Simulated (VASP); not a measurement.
C: single point with PBEsol+D3(BJ)

The system is C.

```xyz
2
Lattice="0.0000 2.0913 3.0747 1.2082 0.0000 3.0747 1.2082 2.0913 0.0000" Properties=species:S:1:pos:R:3 pbc="T T T"
C     1.2082    0.6973    3.0747
C     1.2082    3.4854    3.0747
```

| Property | Result |
| --- | --- |
| Program | VASP 6.6.1 |
| Task | single point |
| Functional | PBEsol |
| Dispersion | D3(BJ) |
| Potentials or basis | VASP PAW PBE potentials, release 64 (C) |
| Cutoff | 520 eV |
| k mesh | 18 × 18 × 18 |
| Occupations | gaussian, width 0.03 eV |
| Spin | no spin polarisation |

```yaml
Pressure: 20.4 GPa
Largest_force: 0.009 eV/Å
Band_gap_on_the_k_mesh: zero (bands 4 and 5 overlap by 0.02 eV)
Dispersion_energy_per_atom: -0.119 eV
```

Forces in eV/Å, atoms in the order of the input:
```
C    0.000 -0.009  0.000
C    0.000  0.009  0.000
```

Stress tensor (GPa, compression positive):
```
28.68  0.00  0.00
 0.00 27.92  0.00
 0.00  0.00  4.50
```

Levels at points of the mesh, in eV from the Fermi level:
| k point | band 1 | band 2 | band 3 | band 4 | band 5 | band 6 | band 7 | band 8 |
| --- | --- | --- | --- | --- | --- | --- | --- | --- |
| (0.00, 0.00, 0.00) | -20.30 | -6.47 | -2.99 | -2.95 | 4.60 | 8.64 | 8.78 | 12.04 |
| (0.50, 0.00, 0.00) | -14.45 | -13.67 | -6.58 | -2.56 | 1.54 | 7.91 | 13.16 | 14.71 |
| (0.50, 0.50, 0.00) | -19.72 | -9.49 | -3.03 | -2.97 | 8.57 | 8.71 | 12.31 | 12.47 |
| (0.50, 0.00, 0.50) | -14.66 | -13.83 | -6.54 | -1.30 | 2.85 | 8.29 | 11.62 | 11.73 |
| (0.00, 0.50, 0.50) | -14.21 | -13.49 | -6.65 | -3.62 | 0.50 | 7.54 | 14.64 | 19.57 |

Wall time 74 s on 1 thread of AMD EPYC 9R45 96-Core Processor (Zen 5) (shared host), peak memory 0.21 GiB.

Caveat: the stress differs along the axes, from 5 to 29 GPa; the PAW data sets were made with another functional, which shifts forces and pressure a little.
